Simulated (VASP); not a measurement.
Set up this calculation in VASP 6.6.1, as the native input.

* Task: single point
* Functional: PBE
* Potentials or basis: VASP PAW PBE potentials, release 64 (Re)
* Cutoff: 520 eV
* k mesh: 11 × 11 × 3
* Occupations: gaussian, width 0.018 eV
* Spin: no spin polarisation
* Dipole correction: no
* Further INCAR settings: ALGO = Fast; EDIFF = 1e-06; NBANDS = 22

The structure of Re lies in POSCAR:

```
Re
1.0
    2.7663873939      0.0000000000      0.0000000000
   -1.3831936969      2.3957617598      0.0000000000
    0.0000000000      0.0000000000      8.9388451600
Re
4
Direct
    0.6666666667      0.3333333333      0.7500000000
    0.0000000000      0.0000000000      0.5000000000
    0.3333333333      0.6666666667      0.2500000000
    0.0000000000      0.0000000000      0.0000000000
```

One way to write it, as run:

INCAR

```
  PREC = Accurate
  ENCUT = 520
  EDIFF = 1E-6
  ISMEAR = 0
  SIGMA = 0.018000000000000002
  LREAL = F
  LASPH = T
  NELM = 100
  ALGO = Fast
  ISIF = 2
  LWAVE = F
  LCHARG = F
  GGA = PE
  NBANDS = 22
```

KPOINTS

```
Automatic mesh
0
Gamma
  11 11 3
```

Potentials or basis: VASP PAW PBE potentials, release 64 (Re).

Launch:

```sh
$ cat potpaw_PBE.64/Re/POTCAR > POTCAR
$ mpirun -np 1 vasp_std > vasp.out
```

It gave:

The pressure is 2.9 GPa and the band gap on the k mesh is zero (bands 14 and 15 overlap by 2.41 eV).

Caveat: spin-orbit coupling is left out, which moves the levels of the heavy elements.

Wall time 34 s on 1 thread of Intel(R) Xeon(R) 6975P-C (Granite Rapids), on a shared host, peak memory 0.2 GiB.
